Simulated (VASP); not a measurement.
MgO:

```
Mg O
1.0
     2.91830    0.00000    0.00000
    -1.45915    2.52732    0.00000
     0.00000    0.00000    2.66170
Mg O
1 1
Cartesian
  0.0000 0.0000 0.0000
  0.0000 1.6849 1.3308
```

This cell differs from its parent crystal: volume scaled by 0.98.

Base run:

* Program: VASP 6.6.1
* Functional: PBEsol
* Potentials or basis: VASP PAW PBE potentials, release 64 (Mg, O)
* Cutoff: 520 eV
* k mesh: 10 × 10 × 10
* Occupations: fermi-dirac, width 0.05 eV
* Spin: no spin polarisation

Its results: band gap on the k mesh 3.08 eV, indirect (least direct gap 3.48 eV); pressure -1.6 GPa.

Question: The run is repeated on the same cell with these changes: functional from PBEsol to PBE. What comes out?

Answer: Band gap on the k mesh 3.16 eV, indirect (least direct gap 3.56 eV); pressure 2.2 GPa.

PBE binds less tightly than PBEsol, so the same cell stands under more pressure.

Caveats: the PAW data sets were made with another functional, which shifts forces and pressure a little (some runs).

A k mesh can miss the band edges.
